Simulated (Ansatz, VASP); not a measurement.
# Si32PC30: VASP beside Ansatz

```
CELL_PARAMETERS angstrom
8.70799 0.00000 0.00000
0.00000 8.70799 0.00000
0.00000 0.00000 8.70799
ATOMIC_POSITIONS crystal
Si 0.63927 0.10940 0.10718
Si 0.87344 0.37455 0.12283
Si 0.87365 0.12093 0.37745
Si 0.12499 0.12130 0.12267
Si 0.33899 0.40976 0.10032
Si 0.62744 0.62374 0.12268
Si 0.87879 0.86992 0.12130
Si 0.35836 0.10719 0.39084
Si 0.64157 0.39042 0.39088
Si 0.87821 0.62460 0.37454
Si 0.62533 0.12340 0.62518
Si 0.87507 0.37237 0.62681
Si 0.87560 0.12191 0.87385
Si 0.13084 0.61787 0.11216
Si 0.37418 0.87525 0.12281
Si 0.11049 0.35900 0.38984
Si 0.38974 0.63828 0.38988
Si 0.62783 0.87505 0.37744
Si 0.12123 0.12096 0.62672
Si 0.37440 0.37436 0.62842
Si 0.62780 0.62752 0.62673
Si 0.87491 0.87384 0.62355
Si 0.37540 0.12358 0.87567
Si 0.62513 0.37332 0.87565
Si 0.87344 0.62474 0.87467
Si 0.12411 0.87050 0.37454
Si 0.12586 0.62287 0.62717
Si 0.37636 0.87365 0.62682
Si 0.12159 0.37312 0.87147
Si 0.37561 0.62710 0.87147
Si 0.62685 0.87307 0.87382
Si 0.12399 0.87527 0.87467
C 0.49970 0.99547 0.99636
C 0.75317 0.24903 0.99642
C 0.75337 0.99535 0.24898
C 0.99991 0.99817 0.99938
C 0.24361 0.24772 0.99624
C 0.50104 0.50510 0.99625
C 0.75057 0.74880 0.99940
C 0.24647 0.99460 0.24953
C 0.75411 0.50226 0.24954
C 0.50079 0.99640 0.50253
C 0.75232 0.24796 0.50256
C 0.75039 0.99836 0.74845
C 0.99729 0.49633 0.99731
C 0.25240 0.75141 0.99731
C 0.99955 0.24812 0.24748
C 0.50062 0.74916 0.24749
C 0.00043 0.99683 0.49872
C 0.24773 0.24934 0.50638
C 0.49941 0.50104 0.50641
C 0.75193 0.74830 0.49872
C 0.25006 0.99887 0.74826
C 0.50014 0.24858 0.75074
C 0.74986 0.49866 0.74826
C 0.00757 0.74113 0.24725
C 0.00145 0.49983 0.50200
C 0.24890 0.74730 0.50204
C 0.99827 0.24694 0.74872
C 0.24985 0.49888 0.75081
C 0.50179 0.75043 0.74872
C 0.99988 0.74885 0.74974
P 0.48784 0.26096 0.24462
```

Alike in both runs: functional PBE; k mesh 1 × 1 × 1; occupations gaussian, width 0.05 eV; collinear spin.

Ansatz relaxed the structure, and its values are those at the end. VASP's run is a single point on that final structure, the one shown.

|  | VASP | Ansatz |
| --- | --- | --- |
| version | VASP 6.6.1 | Ansatz 0.2.0 |
| potentials or method | VASP PAW PBE potentials, release 64 (Si, C, P), cutoff 520 eV | scalar-relativistic, plane waves, PAW |
| valence electrons in the cell | 253 | 253 |

Ansatz gave:

| Property | Result |
| --- | --- |
| rms of the force components (eV/Å) | 0.006 |
| net moment per atom (μB) | 0.02 |

Q: Which values does VASP return?

A: rms of the force components (eV/Å): 0.007; net moment per atom (μB): 0.02.
